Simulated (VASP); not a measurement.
Input of a VASP 6.6.1 run:

INCAR

```
SYSTEM = Si3Mo
PREC = Accurate
ENCUT = 520
EDIFF = 1E-7
ISMEAR = 0
SIGMA = 0.1
LREAL = .FALSE.
LASPH = .TRUE.
NELM = 100
ALGO = Normal
ISIF = 2
LWAVE = .FALSE.
LCHARG = .TRUE.
GGA = PE
LELF = .TRUE.
LVHAR = .TRUE.
NBANDS = 21
```

KPOINTS

```
regular mesh
0
G
  6 6 2
  0 0 0
```

The input POSCAR:

```
Si3Mo
1.0
    2.9871500215      0.0000000000      0.0000000000
   -1.4935750107      2.5869478035      0.0000000000
    0.0000000000      0.0000000000      7.7211472234
Si Mo
3 1
Direct
    0.0000000000      0.0000000000      0.0000000000
    0.3333333333      0.6666666667      0.7465061334
    0.3333333333      0.6666666667      0.2534938666
    0.0000000000      0.0000000000      0.5000000000
```

Potentials or basis: VASP PAW PBE potentials, release 64 (Si, Mo_sv).

Command:

```bash
$ cat potpaw_PBE.64/Si/POTCAR potpaw_PBE.64/Mo_sv/POTCAR > POTCAR
$ mpirun -np 1 vasp_std > vasp.out
```

Estimate the pressure.

0.1 GPa.

What does it give for the band gap on the k mesh?

Zero (band 13 reaches 11.06 eV, above the bottom of band 14 at 8.94 eV).

Stress tensor (GPa, compression positive):
```
 0.14  0.00  0.00
 0.00  0.14  0.00
 0.00  0.00 -0.04
```

Caveat: the k points lie up to 0.41 Å⁻¹ apart.
